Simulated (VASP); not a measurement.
Hf2S, 6 atoms in the cell. The structure is orthorhombic, space group Cmcm (No. 63). The conventional cell has a = 3.483 Å, b = 5.813 Å, c = 11.653 Å, α = 90.00°, β = 90.00°, γ = 90.00°. Hf (site symmetry m) has 3 S at 2.61 to 2.65 Å and 10 Hf at 3.04 to 3.49 Å within 3.5 Å. S (site symmetry m2m) has 6 Hf at 2.61 to 2.65 Å and 6 S at 3.39 to 3.48 Å within 3.5 Å.  This cell differs from its parent crystal: uniaxial strain along a: +3.0 %.

| Property | Result |
| --- | --- |
| Program | VASP 6.6.1 |
| Task | single point |
| Functional | r2SCAN |
| Potentials or basis | VASP PAW PBE potentials, release 64 (Hf_pv, S) |
| Cutoff | 520 eV |
| k mesh | 12 × 12 × 4 |
| Occupations | gaussian, width 0.1 eV |
| Spin | no spin polarisation |
| Dipole correction | no |
| Further INCAR settings | ALGO = Normal; EDIFF = 1e-06; NBANDS = 35 |

Potentials or basis: VASP PAW PBE potentials, release 64 (Hf_pv, S).

The run is started by

```bash
$ cat potpaw_PBE.64/Hf_pv/POTCAR potpaw_PBE.64/S/POTCAR > POTCAR
$ cp INCAR.step1 INCAR
$ mpirun -np 1 vasp_std > vasp.out
$ cp INCAR.step2 INCAR
$ mpirun -np 1 vasp_std > vasp.out
```

Hardware: 1 thread of Intel(R) Xeon(R) 6975P-C (Granite Rapids), on a shared host.

Q: Estimate the wall time of this run.

A: Wall time 19 min on 1 thread of Intel(R) Xeon(R) 6975P-C (Granite Rapids), with other jobs on the host, peak memory 0.56 GiB. Counts: k points 129.
